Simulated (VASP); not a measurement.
# ZnSe (km) (F-43m) in VASP: single point with PBEsol

Aim: the single point of ZnSe (km) with PBEsol.

Program: VASP 6.6.1. These are calculated values, not measurements. Logs are shortened: lines on timing, memory, paths and dates and some standing lists are left out, and cuts for length are marked.

### 1 The cell of the first run

It takes space group F-43m (No. 216, cubic). The conventional cell has a = 5.633 Å, b = 5.633 Å, c = 5.633 Å, α = 90.00°, β = 90.00°, γ = 90.00°. Zn (site symmetry -43m) has 4 Se at 2.44 Å within 3.2 Å. Se (site symmetry -43m) has 4 Zn at 2.44 Å within 3.2 Å.

### 2 Single point, PBEsol

INCAR

```
ALGO = Normal
EDIFF = 1E-6
ENCUT = 500
GGA = PS
GGA_COMPAT = F
ISIF = 2
ISMEAR = 0
LASPH = T
LCHARG = F
LREAL = F
LWAVE = F
NBANDS = 16
NELM = 120
PREC = Accurate
SIGMA = 0.02
```

KPOINTS

```
k-points
0
Gamma
  4 4 4
```

POSCAR

```
ZnSe
1.0
    0.0000000000      2.8167021653      2.8167021653
    2.8167021653      0.0000000000      2.8167021653
    2.8167021653      2.8167021653      0.0000000000
Zn Se
1 1
Direct
    0.0000000000      0.0000000000      0.0000000000
    0.2500000000      0.2500000000      0.2500000000
```

Potentials or basis: VASP PAW PBE potentials, release 64 (Zn, Se).

On the command line:

```
$ cat potpaw_PBE.64/Zn/POTCAR potpaw_PBE.64/Se/POTCAR > POTCAR
$ mpirun -np 1 vasp_std > vasp.out
```

OUTCAR:

```text
EDIFF = 1E-6
   ENCUT = 500
   GGA = PS
   ISIF = 2
   ISMEAR = 0
   LASPH = T
   LREAL = F
   NELM = 120
   PREC = Accurate

 ion  position               nearest neighbor table
   1  0.000  0.000  0.000-   2 2.44   2 2.44   2 2.44   2 2.44
   2  0.250  0.250  0.250-   1 2.44   1 2.44   1 2.44   1 2.44

  LATTYP: Found a face centered cubic cell.
 ALAT       =     5.6334043306

  Lattice vectors:

 A1 = (   0.0000000000,   2.8167021653,   2.8167021653)
 A2 = (   2.8167021653,   0.0000000000,   2.8167021653)
 A3 = (   2.8167021653,   2.8167021653,   0.0000000000)

Analysis of symmetry for initial positions (statically):
=====================================================================
 Subroutine PRICEL returns:
 Original cell was already a primitive cell.

 Routine SETGRP: Setting up the symmetry group for a
 face centered cubic supercell.

 Subroutine GETGRP returns: Found 24 space group operations
 (whereof 24 operations were pure point group operations)
 out of a pool of 48 trial point group operations.

The static configuration has the point symmetry T_d .

Analysis of symmetry for dynamics (positions and initial velocities):
=====================================================================
 Subroutine PRICEL returns:
 Original cell was already a primitive cell.

 Routine SETGRP: Setting up the symmetry group for a
 face centered cubic supercell.

 Subroutine GETGRP returns: Found 24 space group operations
 (whereof 24 operations were pure point group operations)
 out of a pool of 48 trial point group operations.

The dynamic configuration has the point symmetry T_d .

 Subroutine INISYM returns: Found 24 space group operations
 (whereof 24 operations are pure point group operations),
 and found     1 'primitive' translations

----------------------------------------------------------------------------------------

                                     Primitive cell

  volume of cell :      44.6944

  direct lattice vectors                    reciprocal lattice vectors
     0.000000000  2.816702165  2.816702165    -0.177512556  0.177512556  0.177512556
     2.816702165  0.000000000  2.816702165     0.177512556 -0.177512556  0.177512556
     2.816702165  2.816702165  0.000000000     0.177512556  0.177512556 -0.177512556

  length of vectors
     3.983418403  3.983418403  3.983418403     0.307460765  0.307460765  0.307460765

  position of ions in fractional coordinates (direct lattice)
     0.000000000  0.000000000  0.000000000
     0.250000000  0.250000000  0.250000000

  ion indices of the primitive-cell ions
   primitive index   ion index
                 1           1
                 2           2

----------------------------------------------------------------------------------------

 KPOINTS: k-points

Automatic generation of k-mesh.
 Grid dimensions read from file:
 generate k-points for:    4    4    4

 Generating k-lattice:

  Cartesian coordinates                     Fractional coordinates (reciprocal lattice)
    -0.044378139  0.044378139  0.044378139     0.250000000  0.000000000  0.000000000
     0.044378139 -0.044378139  0.044378139     0.000000000  0.250000000  0.000000000
     0.044378139  0.044378139 -0.044378139     0.000000000  0.000000000  0.250000000

  Length of vectors
     0.076865191  0.076865191  0.076865191

  Shift w.r.t. Gamma in fractional coordinates (k-lattice)
     0.000000000  0.000000000  0.000000000

 Subroutine IBZKPT returns following result:
 ===========================================

 Found      8 irreducible k-points:

 Following reciprocal coordinates:
            Coordinates               Weight
  0.000000  0.000000  0.000000      1.000000
  0.250000  0.000000  0.000000      8.000000
  0.500000  0.000000  0.000000      4.000000
  0.250000  0.250000  0.000000      6.000000
  0.500000  0.250000  0.000000     24.000000
 -0.250000  0.250000  0.000000     12.000000
  0.500000  0.500000  0.000000      3.000000
 -0.250000  0.500000  0.250000      6.000000
   k-points           NKPTS =      8   k-points in BZ     NKDIM =      8   number of bands    NBANDS=     16
   number of dos      NEDOS =    301   number of ions     NIONS =      2
   total plane-waves  NPLWV =  27000
   dimension x,y,z NGX =    30 NGY =   30 NGZ =   30
   dimension x,y,z NGXF=    60 NGYF=   60 NGZF=   60
   ions per type =               1   1
   NGX,Y,Z   is equivalent  to a cutoff of  12.52, 12.52, 12.52 a.u.
   NGXF,Y,Z  is equivalent  to a cutoff of  25.04, 25.04, 25.04 a.u.
 SYSTEM =  unknown system
   PREC   = accura    normal or accurate (medium, high low for compatibility)
   ISTART =      0    job   : 0-new  1-cont  2-samecut
   ICHARG =      2    charge: 1-file 2-atom 10-const
   ISPIN  =      1    spin polarized calculation?
   LNONCOLLINEAR =      F non collinear calculations
   LSORBIT =      F    spin-orbit coupling
   LASPH  =      T    aspherical Exc in radial PAW
   ENCUT  =  500.0 eV  36.75 Ry    6.06 a.u.   7.26  7.26  7.26*2*pi/ulx,y,z
   NELM   =    120;   NELMIN=  2; NELMDL= -5     # of ELM steps
   EDIFF  = 0.1E-05   stopping-criterion for ELM
   LREAL  =      F    real-space projection
   EDIFFG = 0.1E-04   stopping-criterion for IOM
   NSW    =      0    number of steps for IOM
   IBRION =     -1    ionic relax: 0-MD 1-quasi-New 2-CG
   NFREE  =      0    steps in history (QN), initial steepest desc. (CG)
   ISIF   =      2    stress and relaxation
   ISYM   =      2    0-nonsym 1-usesym 2-fastsym
   POTIM  = 0.5000    time-step for ionic-motion
   TEBEG  =    0.0;   TEEND  =   0.0 temperature during run
   PSTRESS=    0.0 pullay stress
   NELECT =      18.0000    total number of electrons
   NUPDOWN=      -1.0000    fix difference up-down
   EMIN   =  10.00;   EMAX   =-10.00  energy-range for DOS
   EFERMI =   0.00;   METHOD = LEGACY
   ISMEAR =     0;   SIGMA  =   0.02  broadening in eV -4-tet -1-fermi 0-gaus
   EFERMI_NEDOS =   21; number of points for ismear=-14 and -15
   IALGO  =     38    algorithm
   IMIX   =      4    mixing-type and parameters
     AMIX     =   0.40;   BMIX     =  1.00
     AMIX_MAG =   1.60;   BMIX_MAG =  1.00
  volume/ion in A,a.u.               =      22.35       150.81
  Fermi-wavevector in a.u.,A,eV,Ry     =   1.208968  2.284618 19.886319  1.461603
  Thomas-Fermi vector in A             =   2.344560
   LORBIT       =      0    0 simple, 1 ext, 2 COOP (PROOUT), +10 PAW based schemes
   GGA     = PS    functional components
   LHFCALC =     F    Hartree Fock is set to
   AEXX    =    0.0000 exact exchange contribution
   IVDW    =     0    specifies the selected vdW correction
   LEPSILON=     F    determine dielectric tensor
   LRPA    =     F    only Hartree local field effects (RPA)
 non-spin polarized calculation
 Gauss-broadening in eV      SIGMA  =   0.02
  energy-cutoff  :      500.00
  volume of cell :       44.69
 maximum number of plane-waves:      1158
 NGX is ok and might be reduce to    30
   NGX = 15   NGY = 15   NGZ = 15

 number of electron      17.9999998 magnetization

 Free energy of the ion-electron system (eV)
  ---------------------------------------------------
  ext. energy  EPLUGINS =         0.00000000
  ---------------------------------------------------
  free energy    TOTEN  =        -6.69968412 eV

  energy without entropy =       -6.69968412  energy(sigma->0) =       -6.69968412

 E-fermi :   1.8150     XC(G=0):  -9.5957

 val. band max:        1.6783271121   @ k =   0.0000   0.0000   0.0000
 cond. band min:       2.9064495647   @ k =   0.0000   0.0000   0.0000
 fundamental gap:      1.2281224527
 Fermi energy:         1.8150470859

 k-point     1 :       0.0000    0.0000    0.0000
  band No.  band energies     occupation
      1     -11.7224      2.00000
      2      -4.9771      2.00000
      3      -4.9771      2.00000
      4      -4.9771      2.00000
      5      -4.5922      2.00000
      6      -4.5922      2.00000
[... 8 lines left out ...]
     15      13.1256      0.00000
     16      13.1256      0.00000

 k-point     2 :       0.2500    0.0000    0.0000
  band No.  band energies     occupation
      1     -11.3417      2.00000
      2      -4.9243      2.00000
      3      -4.9243      2.00000
      4      -4.9218      2.00000
      5      -4.5923      2.00000
      6      -4.5923      2.00000
[... 8 lines left out ...]
     15      12.0435      0.00000
     16      12.2163      0.00000

 k-point     3 :       0.5000    0.0000    0.0000
  band No.  band energies     occupation
      1     -10.8889      2.00000
      2      -4.8864      2.00000
      3      -4.8864      2.00000
      4      -4.5727      2.00000
      5      -4.5727      2.00000
      6      -4.4260      2.00000
[... 8 lines left out ...]
     15      14.7842      0.00000
     16      14.7842      0.00000

 k-point     4 :       0.2500    0.2500    0.0000
  band No.  band energies     occupation
      1     -11.2137      2.00000
      2      -4.9989      2.00000
      3      -4.8617      2.00000
      4      -4.8617      2.00000
      5      -4.6203      2.00000
      6      -4.5667      2.00000
[... 8 lines left out ...]
     15      14.0042      0.00000
     16      15.4080      0.00000

 k-point     5 :       0.5000    0.2500    0.0000
  band No.  band energies     occupation
      1     -10.7571      2.00000
      2      -4.8975      2.00000
      3      -4.8004      2.00000
      4      -4.7030      2.00000
      5      -4.5635      2.00000
      6      -4.4472      2.00000
[... 8 lines left out ...]
     15      14.9609      0.00000
     16      15.7750      0.00000

 k-point     6 :      -0.2500    0.2500    0.0000
  band No.  band energies     occupation
      1     -10.9105      2.00000
      2      -4.8766      2.00000
      3      -4.8549      2.00000
      4      -4.7248      2.00000
      5      -4.6052      2.00000
      6      -4.5416      2.00000
[... 8 lines left out ...]
     15      13.6244      0.00000
     16      15.7720      0.00000

 k-point     7 :       0.5000    0.5000    0.0000
  band No.  band energies     occupation
      1     -10.6053      2.00000
      2      -4.9640      2.00000
      3      -4.7124      2.00000
      4      -4.7124      2.00000
      5      -4.5411      2.00000
      6      -4.4066      2.00000
[... 8 lines left out ...]
     15      15.6505      0.00000
     16      16.1181      0.00000

 k-point     8 :      -0.2500    0.5000    0.2500
  band No.  band energies     occupation
      1     -10.5999      2.00000
      2      -4.8620      2.00000
      3      -4.7611      2.00000
      4      -4.6297      2.00000
      5      -4.6231      2.00000
      6      -4.2738      2.00000
[... 8 lines left out ...]
     15      15.4995      0.00000
     16      15.7278      0.00000

------------------------ aborting loop because EDIFF is reached ----------------------------------------

  FORCE on cell =-STRESS in cart. coord.  units (eV):
  Direction    XX          YY          ZZ          XY          YZ          ZX
  --------------------------------------------------------------------------------------
  -------------------------------------------------------------------------------------
  Total        0.1772660      0.1772660      0.1772660      0.0000000      0.0000000      0.0000000
  in kB        6.3545261      6.3545261      6.3545261      0.0000000      0.0000000      0.0000000
  external PRESSURE =       6.3545261 kB  Pullay stress =       0.0000000 kB

 VOLUME and BASIS-vectors are now :
 -----------------------------------------------------------------------------
  energy-cutoff  :      500.00
  volume of cell :       44.69
      direct lattice vectors                 reciprocal lattice vectors
     0.000000000  2.816702165  2.816702165    -0.177512556  0.177512556  0.177512556
     2.816702165  0.000000000  2.816702165     0.177512556 -0.177512556  0.177512556
     2.816702165  2.816702165  0.000000000     0.177512556  0.177512556 -0.177512556

 POSITION                                       TOTAL-FORCE (eV/Angst)
 -----------------------------------------------------------------------------------
      0.00000      0.00000      0.00000        -0.000000     -0.000000     -0.000000
      1.40835      1.40835      1.40835         0.000000      0.000000      0.000000
 -----------------------------------------------------------------------------------
    total drift:                               -0.000000     -0.000000      0.000000

  FREE ENERGIE OF THE ION-ELECTRON SYSTEM (eV)
  ---------------------------------------------------
  free  energy   TOTEN  =        -6.6996841183 eV

  energy  without entropy=       -6.6996841183  energy(sigma->0) =       -6.69968412
```

Run time: 5.5 s. Hardware: 1 thread of Intel Xeon Platinum 8488C (Sapphire Rapids), shared host; peak memory 0.16 GiB.

Results:

```yaml
Free_energy: -6.6997 eV
Pressure: 0.6 GPa
Band_gap_on_the_k_mesh: 1.23 eV, direct
```

Caveat: the k points lie up to 0.48 Å⁻¹ apart; the PAW data sets were made with another functional, which shifts forces and pressure a little.
